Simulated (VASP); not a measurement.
# Sb (P4/mmm) in VASP: a series of runs

Sb is run at these levels: r2SCAN; tasks: single point.

Program: VASP 6.6.1. These are calculated values, not measurements. Logs are shortened: lines on timing, memory, paths and dates and some standing lists are left out, and cuts for length are marked.

**1. The cell of the first run**

Symmetry: P4/mmm, No. 123, tetragonal system. The conventional cell has a = 3.061 Å, b = 3.061 Å, c = 3.367 Å, α = 90.00°, β = 90.00°, γ = 90.00°. Sb (site symmetry 4/mmm) has 6 Sb at 3.06 to 3.37 Å within 4.0 Å.

**2. Single point, r2SCAN**

The input, POSCAR:

```
Sb
1.0
    3.0611846074      0.0000000000      0.0000000000
    0.0000000000      3.0611846074      0.0000000000
    0.0000000000      0.0000000000      3.3673030682
Sb
1
Direct
    0.0000000000      0.0000000000      0.0000000000
```

The input, INCAR.step1:

```
PREC = Accurate ; ENCUT = 520
ISMEAR = 0 ; SIGMA = 0.15
LREAL = F ; LASPH = T
NELM = 60 ; NBANDS = 8
GGA = PE ; ALGO = Normal
EDIFF = 1E-4 ; LWAVE = T
LCHARG = F
```

The input, INCAR.step2:

```
PREC = Accurate ; ENCUT = 520
EDIFF = 1E-6 ; ISMEAR = 0
SIGMA = 0.15 ; LREAL = F
LASPH = T ; NELM = 60
ALGO = Normal ; ISIF = 2
LWAVE = F ; LCHARG = F
METAGGA = R2SCAN ; LMIXTAU = T
NBANDS = 8 ; ISTART = 1
```

The input, KPOINTS:

```
Automatic mesh
0
Gamma
  16 16 16
```

Potentials or basis: VASP PAW PBE potentials, release 64 (Sb).

Command:

```sh
cat potpaw_PBE.64/Sb/POTCAR > POTCAR
cp INCAR.step1 INCAR
mpirun -np 1 vasp_std > vasp.out
cp INCAR.step2 INCAR
mpirun -np 1 vasp_std > vasp.out
```

OUTCAR:

```text
PREC = Accurate
   ENCUT = 520
   EDIFF = 1E-6
   ISMEAR = 0
   LREAL = F
   LASPH = T
   NELM = 60
   ISIF = 2
   METAGGA = R2SCAN
   ISTART = 1

 ion  position               nearest neighbor table
   1  0.000  0.000  0.000-

  LATTYP: Found a simple tetragonal cell.
 ALAT       =     3.0611846074
 C/A-ratio  =     1.1000000000

  Lattice vectors:

 A1 = (   3.0611846074,   0.0000000000,   0.0000000000)
 A2 = (   0.0000000000,   3.0611846074,   0.0000000000)
 A3 = (   0.0000000000,   0.0000000000,   3.3673030682)

Analysis of symmetry for initial positions (statically):
=====================================================================
 Subroutine PRICEL returns:
 Original cell was already a primitive cell.

 Routine SETGRP: Setting up the symmetry group for a
 simple tetragonal supercell.

 Subroutine GETGRP returns: Found 16 space group operations
 (whereof 16 operations were pure point group operations)
 out of a pool of 16 trial point group operations.

The static configuration has the point symmetry D_4h.

Analysis of symmetry for dynamics (positions and initial velocities):
=====================================================================
 Subroutine PRICEL returns:
 Original cell was already a primitive cell.

 Routine SETGRP: Setting up the symmetry group for a
 simple tetragonal supercell.

 Subroutine GETGRP returns: Found 16 space group operations
 (whereof 16 operations were pure point group operations)
 out of a pool of 16 trial point group operations.

The dynamic configuration has the point symmetry D_4h.

 Subroutine INISYM returns: Found 16 space group operations
 (whereof 16 operations are pure point group operations),
 and found     1 'primitive' translations

----------------------------------------------------------------------------------------

                                     Primitive cell

  volume of cell :      31.5545

  direct lattice vectors                    reciprocal lattice vectors
     3.061184607  0.000000000  0.000000000     0.326670923  0.000000000  0.000000000
     0.000000000  3.061184607  0.000000000     0.000000000  0.326670923  0.000000000
     0.000000000  0.000000000  3.367303068     0.000000000  0.000000000  0.296973566

  length of vectors
     3.061184607  3.061184607  3.367303068     0.326670923  0.326670923  0.296973566

  position of ions in fractional coordinates (direct lattice)
     0.000000000  0.000000000  0.000000000

  ion indices of the primitive-cell ions
   primitive index   ion index
                 1           1

----------------------------------------------------------------------------------------

 KPOINTS: Automatic mesh

Automatic generation of k-mesh.
 Grid dimensions read from file:
 generate k-points for:   16   16   16

 Generating k-lattice:

  Cartesian coordinates                     Fractional coordinates (reciprocal lattice)
     0.020416933  0.000000000  0.000000000     0.062500000  0.000000000  0.000000000
     0.000000000  0.020416933  0.000000000     0.000000000  0.062500000  0.000000000
     0.000000000  0.000000000  0.018560848     0.000000000  0.000000000  0.062500000

  Length of vectors
     0.020416933  0.020416933  0.018560848

  Shift w.r.t. Gamma in fractional coordinates (k-lattice)
     0.000000000  0.000000000  0.000000000

 Subroutine IBZKPT returns following result:
 ===========================================

 Found    405 irreducible k-points:

 Following reciprocal coordinates:
            Coordinates               Weight
  0.000000  0.000000  0.000000      1.000000
  0.062500  0.000000  0.000000      4.000000
  0.125000  0.000000  0.000000      4.000000
  0.187500  0.000000  0.000000      4.000000
  0.250000  0.000000  0.000000      4.000000
  0.312500  0.000000  0.000000      4.000000
[... 16 lines left out ...]
  0.437500  0.125000  0.000000      8.000000
  0.500000  0.125000  0.000000      4.000000
 [... further k-points ...]
   k-points           NKPTS =    405   k-points in BZ     NKDIM =    405   number of bands    NBANDS=      8
   number of dos      NEDOS =    301   number of ions     NIONS =      1
   total plane-waves  NPLWV =  16128
   dimension x,y,z NGX =    24 NGY =   24 NGZ =   28
   dimension x,y,z NGXF=    48 NGYF=   48 NGZF=   56
   ions per type =               1
   NGX,Y,Z   is equivalent  to a cutoff of  13.03, 13.03, 13.82 a.u.
   NGXF,Y,Z  is equivalent  to a cutoff of  26.07, 26.07, 27.65 a.u.
 SYSTEM =  unknown system
   PREC   = accura    normal or accurate (medium, high low for compatibility)
   ISTART =      1    job   : 0-new  1-cont  2-samecut
   ICHARG =      0    charge: 1-file 2-atom 10-const
   ISPIN  =      1    spin polarized calculation?
   LNONCOLLINEAR =      F non collinear calculations
   LSORBIT =      F    spin-orbit coupling
   LASPH  =      T    aspherical Exc in radial PAW
   ENCUT  =  520.0 eV  38.22 Ry    6.18 a.u.   5.69  5.69  6.26*2*pi/ulx,y,z
   NELM   =     60;   NELMIN=  2; NELMDL=  0     # of ELM steps
   EDIFF  = 0.1E-05   stopping-criterion for ELM
   LREAL  =      F    real-space projection
   EDIFFG = 0.1E-04   stopping-criterion for IOM
   NSW    =      0    number of steps for IOM
   IBRION =     -1    ionic relax: 0-MD 1-quasi-New 2-CG
   NFREE  =      0    steps in history (QN), initial steepest desc. (CG)
   ISIF   =      2    stress and relaxation
   ISYM   =      2    0-nonsym 1-usesym 2-fastsym
   POTIM  = 0.5000    time-step for ionic-motion
   TEBEG  =    0.0;   TEEND  =   0.0 temperature during run
   PSTRESS=    0.0 pullay stress
   NELECT =       5.0000    total number of electrons
   NUPDOWN=      -1.0000    fix difference up-down
   EMIN   =  10.00;   EMAX   =-10.00  energy-range for DOS
   EFERMI =   0.00;   METHOD = LEGACY
   ISMEAR =     0;   SIGMA  =   0.15  broadening in eV -4-tet -1-fermi 0-gaus
   EFERMI_NEDOS =   21; number of points for ismear=-14 and -15
   IALGO  =     38    algorithm
   IMIX   =      4    mixing-type and parameters
     AMIX     =   0.40;   BMIX     =  1.00
     AMIX_MAG =   1.60;   BMIX_MAG =  1.00
  volume/ion in A,a.u.               =      31.55       212.94
  Fermi-wavevector in a.u.,A,eV,Ry     =   0.885886  1.674081 10.677766  0.784794
  Thomas-Fermi vector in A             =   2.006979
   LORBIT       =      0    0 simple, 1 ext, 2 COOP (PROOUT), +10 PAW based schemes
   METAGGA = R2SCAN    functional components
   LHFCALC =     F    Hartree Fock is set to
   AEXX    =    0.0000 exact exchange contribution
   IVDW    =     0    specifies the selected vdW correction
   LEPSILON=     F    determine dielectric tensor
   LRPA    =     F    only Hartree local field effects (RPA)
 non-spin polarized calculation
 Gauss-broadening in eV      SIGMA  =   0.15
  energy-cutoff  :      520.00
  volume of cell :       31.55
 maximum number of plane-waves:       868
 NGX is ok and might be reduce to    24

 number of electron       5.0000000 magnetization

 Free energy of the ion-electron system (eV)
  ---------------------------------------------------
  ext. energy  EPLUGINS =         0.00000000
  ---------------------------------------------------
  free energy    TOTEN  =       -25.56351069 eV

  energy without entropy =      -25.55730862  energy(sigma->0) =      -25.56040965

 E-fermi :   6.3757     XC(G=0):  -9.8491

 val. band max:        6.3526681614   @ k =   0.2500   0.0625   0.5000
 cond. band min:       6.3897955370   @ k =   0.0625   0.0625   0.1250
 fundamental gap:      0.0371273756
 Fermi energy:         6.3757451896

 k-point     1 :       0.0000    0.0000    0.0000
  band No.  band energies     occupation
      1      -6.2541      2.00000
      2       7.9739      0.00000
      3      10.5263      0.00000
      4      10.5263      0.00000
      5      12.4444      0.00000
      6      14.1431      0.00000
      7      15.8017      0.00000
      8      24.1155      0.00000

 k-point     2 :       0.0625    0.0000    0.0000
  band No.  band energies     occupation
      1      -6.1913      2.00000
      2       8.0356      0.00000
      3       9.6913      0.00000
      4      10.5897      0.00000
      5      12.5173      0.00000
      6      14.5737      0.00000
      7      16.3040      0.00000
      8      23.3131      0.00000

 k-point     3 :       0.1250    0.0000    0.0000
  band No.  band energies     occupation
      1      -6.0040      2.00000
      2       8.1019      0.00000
      3       8.2176      0.00000
      4      10.7768      0.00000
      5      12.6889      0.00000
      6      15.0044      0.00000
      7      17.7905      0.00000
      8      22.0535      0.00000

 k-point     4 :       0.1875    0.0000    0.0000
  band No.  band energies     occupation
      1      -5.6956      2.00000
      2       6.4114      0.73679
      3       8.5094      0.00000
      4      11.0768      0.00000
      5      12.9587      0.00000
      6      15.3319      0.00000
      7      19.6425      0.00000
      8      20.7709      0.00000

 k-point     5 :       0.2500    0.0000    0.0000
  band No.  band energies     occupation
      1      -5.2745      2.00000
      2       4.7891      2.00000
      3       8.8912      0.00000
      4      11.4693      0.00000
      5      13.3301      0.00000
      6      15.6962      0.00000
      7      19.5479      0.00000
      8      20.8155      0.00000
[... 177 lines left out ...]
 k-point    22 :       0.3750    0.1250    0.0000
  band No.  band energies     occupation
      1      -3.9423      2.00000
      2       2.2749      2.00000
      3      10.0071      0.00000
      4      10.0103      0.00000
      5      14.6355      0.00000
      6      16.4269      0.00000
      7      17.7190      0.00000
      8      18.3916      0.00000

 k-point    23 :       0.4375    0.1250    0.0000
  band No.  band energies     occupation
      1      -3.4367      2.00000
      2       1.3431      2.00000
      3      10.3490      0.00000
      4      10.3998      0.00000
      5      15.1574      0.00000
      6      15.8362      0.00000
      7      17.0898      0.00000
      8      17.6119      0.00000

 k-point    24 :       0.5000    0.1250    0.0000
  band No.  band energies     occupation
      1      -3.2135      2.00000
      2       0.9771      2.00000
      3      10.4806      0.00000
      4      10.5599      0.00000
      5      15.2665      0.00000
      6      15.8273      0.00000
      7      16.8610      0.00000
      8      17.1715      0.00000

 [... further k-points ...]

------------------------ aborting loop because EDIFF is reached ----------------------------------------

  FORCE on cell =-STRESS in cart. coord.  units (eV):
  Direction    XX          YY          ZZ          XY          YZ          ZX
  --------------------------------------------------------------------------------------
  -------------------------------------------------------------------------------------
  Total       -0.0140927     -0.0140927     -1.5702099      0.0000000      0.0000000      0.0000000
  in kB       -0.7155566     -0.7155566    -79.7272998      0.0000000      0.0000000      0.0000000
  external PRESSURE =     -27.0528043 kB  Pullay stress =       0.0000000 kB

 VOLUME and BASIS-vectors are now :
 -----------------------------------------------------------------------------
  energy-cutoff  :      520.00
  volume of cell :       31.55
      direct lattice vectors                 reciprocal lattice vectors
     3.061184607  0.000000000  0.000000000     0.326670923  0.000000000  0.000000000
     0.000000000  3.061184607  0.000000000     0.000000000  0.326670923  0.000000000
     0.000000000  0.000000000  3.367303068     0.000000000  0.000000000  0.296973566

 POSITION                                       TOTAL-FORCE (eV/Angst)
 -----------------------------------------------------------------------------------
      0.00000      0.00000      0.00000         0.000000      0.000000      0.000000
 -----------------------------------------------------------------------------------
    total drift:                                0.000000      0.000000      0.000000

  FREE ENERGIE OF THE ION-ELECTRON SYSTEM (eV)
  ---------------------------------------------------
  free  energy   TOTEN  =       -25.5635106896 eV

  energy  without entropy=      -25.5573086174  energy(sigma->0) =      -25.56040965
```

It took 5.4 min on 1 thread of Intel Xeon 8259CL, shared host; peak memory 0.23 GiB.

What came out:

```yaml
Free_energy: -25.5635 eV
Pressure: -2.7 GPa
Band_gap_on_the_k_mesh: zero (an odd number of electrons rules out a gap without spin polarisation)
```

Levels at points of the mesh, in eV from the Fermi level:
| k point | band 1 | band 2 | band 3 | band 4 | band 5 | band 6 |
| --- | --- | --- | --- | --- | --- | --- |
| (0.00, 0.00, 0.00) | -12.63 | 1.60 | 4.15 | 4.15 | 6.07 | 7.77 |
| (0.50, 0.00, 0.00) | -9.85 | -5.63 | 3.85 | 6.48 | 8.84 | 10.23 |
| (0.50, 0.50, 0.00) | -6.79 | -3.44 | -3.44 | 2.81 | 6.16 | 12.52 |
| (0.00, 0.00, 0.50) | -10.99 | -5.33 | 5.52 | 5.52 | 9.18 | 12.11 |
| (0.50, 0.00, 0.50) | -8.07 | -4.25 | -2.99 | 2.64 | 7.87 | 13.32 |
| (0.50, 0.50, 0.50) | -4.75 | -2.16 | -2.16 | -0.75 | 4.77 | 5.55 |

Caveat: the PAW data sets were made with another functional, which shifts forces and pressure a little; spin-orbit coupling is left out, which moves the levels of the heavy elements.

**3. Single point, r2SCAN**

This run uses another cell than the first one, of the same volume but with other edges.

The input, POSCAR:

```
Sb
1.0
    3.6479535275      0.0000000000      0.0000000000
    0.0000000000      3.6479535275      0.0000000000
    0.0000000000      0.0000000000      2.3711697929
Sb
1
Direct
    0.0000000000      0.0000000000      0.0000000000
```

The input, INCAR.step1:

```
SYSTEM = Sb
  PREC = Accurate
  ENCUT = 520
  ISMEAR = 0
  SIGMA = 0.15
  LREAL = .FALSE.
  LASPH = .TRUE.
  NELM = 80
  NBANDS = 8
  GGA = PE
  ALGO = Normal
  EDIFF = 1E-4
  LWAVE = .TRUE.
  LCHARG = .FALSE.
```

The input, INCAR.step2:

```
SYSTEM = Sb
  PREC = Accurate
  ENCUT = 520
  EDIFF = 1E-6
  ISMEAR = 0
  SIGMA = 0.15
  LREAL = .FALSE.
  LASPH = .TRUE.
  NELM = 80
  ALGO = Normal
  ISIF = 2
  LWAVE = .FALSE.
  LCHARG = .FALSE.
  METAGGA = R2SCAN
  LMIXTAU = .TRUE.
  NBANDS = 8
  ISTART = 1
```

The input, KPOINTS:

```
regular mesh
0
G
  16 16 16
  0 0 0
```

Potentials or basis: VASP PAW PBE potentials, release 64 (Sb).

Command:

```sh
cat potpaw_PBE.64/Sb/POTCAR > POTCAR
cp INCAR.step1 INCAR
mpirun -np 1 vasp_std > vasp.out
cp INCAR.step2 INCAR
mpirun -np 1 vasp_std > vasp.out
```

Run time: 6 min. Hardware: 1 thread of Intel Xeon 8259CL, shared host; peak memory 0.22 GiB.

It converged, with:

```yaml
Free_energy: -23.8575 eV
Pressure: 24.2 GPa
Band_gap_on_the_k_mesh: zero (an odd number of electrons rules out a gap without spin polarisation)
```

Stress tensor (GPa, compression positive):
```
-0.05  0.00  0.00
 0.00 -0.05  0.00
 0.00  0.00 72.74
```

Levels at points of the mesh, in eV from the Fermi level:
```csv
k point,band 1,band 2,band 3,band 4,band 5,band 6,band 7
"(0.00, 0.00, 0.00)",-13.67,-0.95,-0.95,4.27,4.95,13.46,14.78
"(0.50, 0.00, 0.00)",-12.76,-5.59,-0.21,6.16,8.56,8.67,15.13
"(0.50, 0.50, 0.00)",-11.86,-4.64,-4.64,2.24,15.24,16.19,16.34
"(0.00, 0.00, 0.50)",-6.56,-5.53,5.38,5.38,9.01,9.41,9.41
"(0.50, 0.00, 0.50)",-5.98,-4.24,0.45,4.20,6.22,10.24,11.23
"(0.50, 0.50, 0.50)",-5.45,-2.88,1.40,1.40,5.52,5.52,8.50
```

Caveat: the cell stands under pressure; the PAW data sets were made with another functional, which shifts forces and pressure a little; spin-orbit coupling is left out, which moves the levels of the heavy elements.

**4. Single point, r2SCAN**

This run uses another cell than the first one, of the same volume but with other edges.

The input, POSCAR:

```
Sb
1.0
    2.7605142686      0.0000000000      0.0000000000
    0.0000000000      2.7605142686      0.0000000000
    0.0000000000      0.0000000000      4.1407714029
Sb
1
Direct
    0.0000000000      0.0000000000      0.0000000000
```

INCAR.step1, as its differences from that of step 3:

```diff
@@ -7,3 +7,3 @@
   LASPH = .TRUE.
-  NELM = 80
+  NELM = 60
   NBANDS = 8
```

INCAR.step2, as its differences from that of step 3:

```diff
@@ -8,3 +8,3 @@
   LASPH = .TRUE.
-  NELM = 80
+  NELM = 60
   ALGO = Normal
```

The input, KPOINTS:

```
Automatic mesh
0
G
  16 16 16
  0 0 0
```

Command:

```sh
cat potpaw_PBE.64/Sb/POTCAR > POTCAR
cp INCAR.step1 INCAR
mpirun -np 1 vasp_std > vasp.out
cp INCAR.step2 INCAR
mpirun -np 1 vasp_std > vasp.out
```

Wall time 5.6 min (1 thread of Intel Xeon 8259CL, shared host); peak memory 0.23 GiB.

The run converged. Its results:

```yaml
Free_energy: -25.0115 eV
Pressure: 11.3 GPa
Band_gap_on_the_k_mesh: zero (an odd number of electrons rules out a gap without spin polarisation)
```

Stress tensor (GPa, compression positive):
```
18.50  0.00  0.00
 0.00 18.50  0.00
 0.00  0.00 -3.03
```

Levels at points of the mesh, in eV from the Fermi level:
```tsv
k point	band 1	band 2	band 3	band 4	band 5
(0.00, 0.00, 0.00)	-13.61	-2.37	3.15	6.99	6.99
(0.50, 0.00, 0.00)	-9.17	-6.52	1.13	6.76	7.69
(0.50, 0.50, 0.00)	-3.96	-3.37	-3.37	3.24	4.79
(0.00, 0.00, 0.50)	-13.26	-5.04	7.29	7.29	10.05
(0.50, 0.00, 0.50)	-8.77	-6.21	-1.36	3.09	11.33
(0.50, 0.50, 0.50)	-3.42	-3.11	-3.11	2.36	3.83
```

Caveat: the cell stands under pressure; the PAW data sets were made with another functional, which shifts forces and pressure a little; spin-orbit coupling is left out, which moves the levels of the heavy elements.

**5. Summary**

| cell | gap on the mesh (eV) | pressure (GPa) |
| --- | --- | --- |
| a = 3.061, b = 3.061, c = 3.367 Å, 1 atom | none | -2.7 |
| a = 3.648, b = 3.648, c = 2.371 Å, 1 atom | none | 24.2 |
| a = 2.761, b = 2.761, c = 4.141 Å, 1 atom | none | 11.3 |

Alike in all rows: task single point; level r2SCAN; potentials or basis VASP PAW PBE potentials, release 64 (Sb); no spin polarisation; k mesh 16 × 16 × 16; cutoff (eV) 520; smearing gaussian 0.15 eV.

Caveats: the PAW data sets were made with another functional, which shifts forces and pressure a little; spin-orbit coupling is left out, which moves the levels of the heavy elements; the cell stands under pressure (at least some runs).

Absolute energies hang on the potentials; compare differences alone.
